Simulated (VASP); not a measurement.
# NbIn2S3: single point with PBE

NbIn2S3:

```
Nb In S
1.0
     3.52885    0.00000    0.00000
     0.00000    3.52885    0.00000
     0.00000    0.00000   10.28121
Nb In S
1 2 3
Cartesian
  1.7644 1.7644 0.0000
  1.7644 0.0000 7.4799
  0.0000 1.7644 2.8014
  1.7644 0.0000 3.7067
  0.0000 1.7644 6.5745
  0.0000 0.0000 0.0000
```

- Program: VASP 6.6.1
- Task: single point
- Functional: PBE
- Potentials or basis: VASP PAW PBE potentials, release 64 (Nb_sv, In_d, S)
- Cutoff: 520 eV
- k mesh: 6 × 6 × 2
- Occupations: gaussian, width 0.1 eV
- Spin: no spin polarisation

```
Pressure      : 0.1 GPa
Largest force : 0.019 eV/Å
```

Forces in eV/Å, atoms in the order of the input:
```
Nb   0.000  0.000  0.000
In   0.000  0.000  0.019
In   0.000  0.000 -0.019
S    0.000  0.000  0.018
S    0.000  0.000 -0.018
S    0.000  0.000  0.000
```

Stress tensor (GPa, compression positive):
```
0.18 0.00 0.00
0.00 0.18 0.00
0.00 0.00 0.01
```

Levels at points of the mesh, in eV from the Fermi level:
```tsv
k point	band 24	band 25	band 26	band 27	band 28	band 29	band 30	band 31	band 32	band 33
(0.00, 0.00, 0.00)	-2.24	-2.24	-2.03	-2.03	-1.54	-0.77	0.21	0.21	0.62	0.70
(0.50, 0.00, 0.00)	-2.83	-1.36	-1.04	-1.00	0.56	0.57	0.58	1.15	1.78	3.42
(0.50, 0.50, 0.00)	-3.26	-3.26	-3.24	-1.54	-1.54	-1.06	-1.06	-0.11	1.67	2.06
(0.00, 0.00, 0.50)	-2.31	-2.31	-1.96	-1.96	-0.77	-0.49	-0.40	0.20	0.20	0.76
(0.50, 0.00, 0.50)	-2.49	-1.60	-1.04	-1.00	0.15	0.58	0.97	1.14	1.77	3.67
(0.50, 0.50, 0.50)	-3.36	-3.10	-3.10	-2.11	-2.11	-0.52	-0.52	0.02	1.67	2.16
```

Run time: 55 s on 1 thread of Intel(R) Xeon(R) 6975P-C (Granite Rapids), with other jobs on the host, peak memory 0.28 GiB.

Caveat: spin-orbit coupling is left out, which moves the levels of the heavy elements.
